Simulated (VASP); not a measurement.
Input of a VASP 6.6.1 run:

INCAR

```
ALGO = Normal
EDIFF = 1E-6
ENCUT = 520
GGA = PE
ISIF = 2
ISMEAR = -1
ISPIN = 2
LASPH = True
LCHARG = False
LMAXMIX = 4
LORBIT = 11
LREAL = False
LWAVE = False
MAGMOM = 6 0
NBANDS = 18
NELM = 150
NUPDOWN = 6.0
PREC = Accurate
SIGMA = 0.05
```

KPOINTS

```
k-points
0
Gamma
  9 9 9
```

File POSCAR:

```
FeO
1.0
    1.5176821100      0.8762341800      2.5157945800
   -1.5176821100      0.8762341800      2.5157945800
    0.0000000000     -1.7524683500      2.5157945800
Fe O
1 1
Direct
    0.0000000000      0.0000000000      0.0000000000
    0.5000000000      0.5000000000      0.5000000000
```

Potentials or basis: VASP PAW PBE potentials, release 64 (Fe, O).

Run with:

```sh
$ cat potpaw_PBE.64/Fe/POTCAR potpaw_PBE.64/O/POTCAR > POTCAR
$ mpirun -np 1 vasp_std > vasp.out
```

(1) Predict the pressure.

Answers

(1) 54.3 GPa.

Caveat: the total moment is fixed, so each spin has its own Fermi level; a cell with one magnetic atom can't hold antiferromagnetic order, which such compounds often take.
